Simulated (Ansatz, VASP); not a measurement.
# Cu2NiO3: VASP beside Ansatz

```xyz
6
Lattice="5.2492 0.0000 0.0000 -2.6246 4.5460 0.0000 0.0000 0.0000 2.6988" Properties=species:S:1:pos:R:3 pbc="T T T"
Cu    0.0000    3.0306    0.0000
Cu    2.6246    1.5153    0.0000
Ni    0.0000    0.0000    0.0000
O     2.6246    0.0000    1.3494
O    -1.3123    2.2730    1.3494
O     1.3123    2.2730    1.3494
```

Change from the starting cell: species swapped into the YCo3Ni2 type (P6/mmm, No. 191).

Alike in both runs: functional PBE; k mesh 12 × 12 × 14; occupations gaussian, width 0.1 eV; collinear spin.

Ansatz relaxed the structure, and its values are those at the end. VASP's run is a single point on that final structure, the one shown.

|  | VASP | Ansatz |
| --- | --- | --- |
| version | VASP 6.6.1 | Ansatz 0.2.0 |
| potentials or method | VASP PAW PBE potentials, release 64 (Cu, Ni, O), cutoff 520 eV | scalar-relativistic, plane waves, PAW |
| valence electrons in the cell | 50 | 74 |

|  | VASP | Ansatz | Ansatz less VASP |
| --- | --- | --- | --- |
| gap on the k mesh at the Fermi level (eV) | none | none | - |
| pressure (GPa) | 0.4 | 0.0 | -0.38 |
| net moment per atom (μB) | 0.26 | 0.26 | 0.000 |
| size of the moment on the site where the two differ most (μB) | 1.06 | 1.07 | +0.012 |

Site moments also hang on the region over which each program counts them. A gap of «none» marks a metal or a gap that the smearing closes. With one functional, cell and mesh, what is left measures potentials, basis and numerics. VASP's potentials hold 50 valence electrons a cell and Ansatz's 74, so a difference there can come from the potentials and not from the codes.
